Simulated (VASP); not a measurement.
# C2NH7 in VASP: single point with PBE+D3(BJ)

Aim: the single point of C2NH7 with PBE+D3(BJ).

Program: VASP 6.6.1. These are calculated values, not measurements. Logs are shortened: lines on timing, memory, paths and dates and some standing lists are left out, and cuts for length are marked.

## (1) The cell of the first run

The cell holds a molecule in a box, 10 atoms: a = 15.159 Å, b = 14.500 Å, c = 15.000 Å, α = 90.00°, β = 90.00°, γ = 90.00°.

## (2) Single point, PBE+D3(BJ)

The input, INCAR:

```
PREC = Accurate
ENCUT = 520
EDIFF = 1E-6
ISMEAR = 0
SIGMA = 0.005
LREAL = F
LASPH = T
NELM = 100
ALGO = Normal
ISIF = 2
LWAVE = F
LCHARG = T
GGA = PE
IVDW = 12
LELF = T
LVHAR = T
ISYM = 0
NBANDS = 21
```

The input, KPOINTS:

```
Automatic mesh
0
Gamma
  1 1 1
```

The input, POSCAR:

```
H7C2N
1.0
   15.1586378566      0.0000000000      0.0000000000
    0.0000000000     14.5000000000      0.0000000000
    0.0000000000      0.0000000000     15.0000000000
C N H
2 1 7
Direct
    0.5786019865      0.5117315251      0.5260786962
    0.4196785156      0.4951500259      0.5201751957
    0.5001456173      0.5131441989      0.4700280216
    0.5863672175      0.4475000102      0.5656592379
    0.5757794377      0.5696004220      0.5734130720
    0.6377647120      0.5208609035      0.4848240209
    0.5064971729      0.4654317343      0.4205091140
    0.4213859547      0.4303036311      0.5595582286
    0.3630909762      0.4921575109      0.4746135476
    0.4080833988      0.5521246441      0.5671584058
```

Potentials or basis: VASP PAW PBE potentials, release 64 (C, N, H).

Started as:

```
$ cat potpaw_PBE.64/C/POTCAR potpaw_PBE.64/N/POTCAR potpaw_PBE.64/H/POTCAR > POTCAR
$ mpirun -np 1 vasp_gam > vasp.out
```

OUTCAR:

```text
PREC = Accurate
   ENCUT = 520
   EDIFF = 1E-6
   ISMEAR = 0
   LREAL = F
   LASPH = T
   NELM = 100
   ISIF = 2
   GGA = PE
   IVDW = 12
   ISYM = 0
 IVDW          = 12

 ion  position               nearest neighbor table
   1  0.579  0.512  0.526-   6 1.10   5 1.10   4 1.11   3 1.46
   2  0.420  0.495  0.520-   9 1.10  10 1.10   8 1.11   3 1.46
   3  0.500  0.513  0.470-   7 1.02   1 1.46   2 1.46
   4  0.586  0.448  0.566-   1 1.11
   5  0.576  0.570  0.573-   1 1.10
   6  0.638  0.521  0.485-   1 1.10
   7  0.506  0.465  0.421-   3 1.02
   8  0.421  0.430  0.560-   2 1.11
   9  0.363  0.492  0.475-   2 1.10
  10  0.408  0.552  0.567-   2 1.10

IMPORTANT INFORMATION: All symmetrisations will be switched off!
NOSYMM: (Re-)initialisation of all symmetry stuff for point group C_1.

----------------------------------------------------------------------------------------

                                     Primitive cell

  volume of cell :    3297.0037

  direct lattice vectors                    reciprocal lattice vectors
    15.158637857  0.000000000  0.000000000     0.065968988  0.000000000  0.000000000
     0.000000000 14.500000000  0.000000000     0.000000000  0.068965517  0.000000000
     0.000000000  0.000000000 15.000000000     0.000000000  0.000000000  0.066666667

  length of vectors
    15.158637857 14.500000000 15.000000000     0.065968988  0.068965517  0.066666667

  position of ions in fractional coordinates (direct lattice)
     0.578601986  0.511731525  0.526078696
     0.419678516  0.495150026  0.520175196
     0.500145617  0.513144199  0.470028022
     0.586367217  0.447500010  0.565659238
     0.575779438  0.569600422  0.573413072
     0.637764712  0.520860904  0.484824021
     0.506497173  0.465431734  0.420509114
     0.421385955  0.430303631  0.559558229
     0.363090976  0.492157511  0.474613548
     0.408083399  0.552124644  0.567158406

  ion indices of the primitive-cell ions
   primitive index   ion index
                 1           1
                 2           2
                 3           3
                 4           4
                 5           5
                 6           6
                 7           7
                 8           8
                 9           9
                10          10

----------------------------------------------------------------------------------------

 KPOINTS: Automatic mesh

Automatic generation of k-mesh.
 Grid dimensions read from file:
 generate k-points for:    1    1    1

 Generating k-lattice:

  Cartesian coordinates                     Fractional coordinates (reciprocal lattice)
     0.065968988  0.000000000  0.000000000     1.000000000  0.000000000  0.000000000
     0.000000000  0.068965517  0.000000000     0.000000000  1.000000000  0.000000000
     0.000000000  0.000000000  0.066666667     0.000000000  0.000000000  1.000000000

  Length of vectors
     0.065968988  0.068965517  0.066666667

  Shift w.r.t. Gamma in fractional coordinates (k-lattice)
     0.000000000  0.000000000  0.000000000

 Subroutine IBZKPT returns following result:
 ===========================================

 Found      1 irreducible k-points:

 Following reciprocal coordinates:
            Coordinates               Weight
  0.000000  0.000000  0.000000      1.000000
   k-points           NKPTS =      1   k-points in BZ     NKDIM =      1   number of bands    NBANDS=     21
   number of dos      NEDOS =    301   number of ions     NIONS =     10
   total plane-waves  NPLWV = ******
   dimension x,y,z NGX =   120 NGY =  108 NGZ =  112
   dimension x,y,z NGXF=   240 NGYF=  216 NGZF=  224
   ions per type =               2   1   7
   NGX,Y,Z   is equivalent  to a cutoff of  13.16, 12.38, 12.41 a.u.
   NGXF,Y,Z  is equivalent  to a cutoff of  26.32, 24.76, 24.83 a.u.
 SYSTEM =  unknown system
   PREC   = accura    normal or accurate (medium, high low for compatibility)
   ISTART =      0    job   : 0-new  1-cont  2-samecut
   ICHARG =      2    charge: 1-file 2-atom 10-const
   ISPIN  =      1    spin polarized calculation?
   LNONCOLLINEAR =      F non collinear calculations
   LSORBIT =      F    spin-orbit coupling
   LASPH  =      T    aspherical Exc in radial PAW
   ENCUT  =  520.0 eV  38.22 Ry    6.18 a.u.  28.19 26.96 27.89*2*pi/ulx,y,z
   NELM   =    100;   NELMIN=  2; NELMDL= -5     # of ELM steps
   EDIFF  = 0.1E-05   stopping-criterion for ELM
   LREAL  =      F    real-space projection
   EDIFFG = 0.1E-04   stopping-criterion for IOM
   NSW    =      0    number of steps for IOM
   IBRION =     -1    ionic relax: 0-MD 1-quasi-New 2-CG
   NFREE  =      0    steps in history (QN), initial steepest desc. (CG)
   ISIF   =      2    stress and relaxation
   ISYM   =      0    0-nonsym 1-usesym 2-fastsym
   POTIM  = 0.5000    time-step for ionic-motion
   TEBEG  =    0.0;   TEEND  =   0.0 temperature during run
   PSTRESS=    0.0 pullay stress
   NELECT =      20.0000    total number of electrons
   NUPDOWN=      -1.0000    fix difference up-down
   EMIN   =  10.00;   EMAX   =-10.00  energy-range for DOS
   EFERMI =   0.00;   METHOD = LEGACY
   ISMEAR =     0;   SIGMA  =   0.01  broadening in eV -4-tet -1-fermi 0-gaus
   EFERMI_NEDOS =   21; number of points for ismear=-14 and -15
   IALGO  =     38    algorithm
   IMIX   =      4    mixing-type and parameters
     AMIX     =   0.40;   BMIX     =  1.00
     AMIX_MAG =   1.60;   BMIX_MAG =  1.00
  volume/ion in A,a.u.               =     329.70      2224.93
  Fermi-wavevector in a.u.,A,eV,Ry     =   0.298569  0.564214  1.212872  0.089144
  Thomas-Fermi vector in A             =   1.165135
   LORBIT       =      0    0 simple, 1 ext, 2 COOP (PROOUT), +10 PAW based schemes
   GGA     = PE    functional components
   LHFCALC =     F    Hartree Fock is set to
   AEXX    =    0.0000 exact exchange contribution
   IVDW    =    12    specifies the selected vdW correction
   LEPSILON=     F    determine dielectric tensor
   LRPA    =     F    only Hartree local field effects (RPA)
 non-spin polarized calculation
 Gauss-broadening in eV      SIGMA  =   0.01
  energy-cutoff  :      520.00
  volume of cell :     3297.00
 maximum number of plane-waves:     44348
 NGX is ok and might be reduce to   120
   NGX = 57   NGY = 53   NGZ = 55

 number of electron      20.0000003 magnetization

 Free energy of the ion-electron system (eV)
  ---------------------------------------------------
  ext. energy  EPLUGINS =         0.00000000
  ---------------------------------------------------
  free energy    TOTEN  =       -51.95270620 eV

  energy without entropy =      -51.95270620  energy(sigma->0) =      -51.95270620

 E-fermi :  -4.8651     XC(G=0):  -0.4030

 val. band max:       -4.9456482393   @ k =   0.0000   0.0000   0.0000
 cond. band min:      -0.5183562646   @ k =   0.0000   0.0000   0.0000
 fundamental gap:      4.4272919747
 Fermi energy:        -4.8651433321

 k-point     1 :       0.0000    0.0000    0.0000
  band No.  band energies     occupation
      1     -22.2634      2.00000
      2     -17.1146      2.00000
      3     -15.2657      2.00000
      4     -11.8707      2.00000
      5     -10.5833      2.00000
      6     -10.5426      2.00000
[... 13 lines left out ...]
     20       1.0111      0.00000
     21       1.0404      0.00000

------------------------ aborting loop because EDIFF is reached ----------------------------------------

 Edisp (eV)   -0.14225

 E8    (eV) :    -0.0378

  FORCE on cell =-STRESS in cart. coord.  units (eV):
  Direction    XX          YY          ZZ          XY          YZ          ZX
  --------------------------------------------------------------------------------------
  -------------------------------------------------------------------------------------
  Total       0.01065    -0.08341    -0.03059     0.00929     0.00636     0.00030
  in kB       0.00517    -0.04054    -0.01486     0.00451     0.00309     0.00015
  external pressure =       -0.02 kB  Pullay stress =        0.00 kB

 VOLUME and BASIS-vectors are now :
 -----------------------------------------------------------------------------
  energy-cutoff  :      520.00
  volume of cell :     3297.00
      direct lattice vectors                 reciprocal lattice vectors
    15.158637857  0.000000000  0.000000000     0.065968988  0.000000000  0.000000000
     0.000000000 14.500000000  0.000000000     0.000000000  0.068965517  0.000000000
     0.000000000  0.000000000 15.000000000     0.000000000  0.000000000  0.066666667

 POSITION                                       TOTAL-FORCE (eV/Angst)
 -----------------------------------------------------------------------------------
      8.77082      7.42011      7.89118         0.020208      0.013936      0.006488
      6.36175      7.17968      7.80263        -0.022698      0.009599      0.005128
      7.58153      7.44059      7.05042         0.004190     -0.032493     -0.034928
      8.88853      6.48875      8.48489         0.003697     -0.018536      0.013280
      8.72803      8.25921      8.60120         0.001320      0.015567      0.015818
      9.66764      7.55248      7.27236         0.018683      0.002655     -0.010314
      7.67781      6.74876      6.30764        -0.000523      0.014322     -0.012725
      6.38764      6.23940      8.39337        -0.001331     -0.019025      0.013361
      5.50396      7.13628      7.11920        -0.018064     -0.000887     -0.011427
      6.18599      8.00581      8.50738        -0.005482      0.014861      0.015318
 -----------------------------------------------------------------------------------
    total drift:                               -0.000206      0.000091      0.000597

  FREE ENERGIE OF THE ION-ELECTRON SYSTEM (eV)
  ---------------------------------------------------
  free  energy   TOTEN  =       -52.0949527817 eV

  energy  without entropy=      -52.0949527817  energy(sigma->0) =      -52.09495278
```

Wall time 6.4 min (1 thread of Intel Xeon Platinum 8259CL at 2.50GHz (Skylake/Cascade Lake), shared host); peak memory 2 GiB.

Results:

```
Free energy                     : -52.0950 eV
Largest force                   : 0.048 eV/Å
Gap between the frontier levels : 4.43 eV
Dispersion energy per atom      : -0.014 eV
```

Forces in eV/Å, atoms in the order of the input:
```
C    0.020  0.014  0.006
C   -0.023  0.010  0.005
N    0.004 -0.032 -0.035
H    0.004 -0.019  0.013
H    0.001  0.016  0.016
H    0.019  0.003 -0.010
H   -0.001  0.014 -0.013
H   -0.001 -0.019  0.013
H   -0.018 -0.001 -0.011
H   -0.005  0.015  0.015
```

Levels at points of the mesh, in eV from the valence-band top:
| k point | band 7 | band 8 | band 9 | band 10 | band 11 | band 12 | band 13 | band 14 |
| --- | --- | --- | --- | --- | --- | --- | --- | --- |
| (0.00, 0.00, 0.00) | -4.21 | -3.71 | -3.64 | 0.00 | 4.43 | 5.01 | 5.12 | 5.23 |
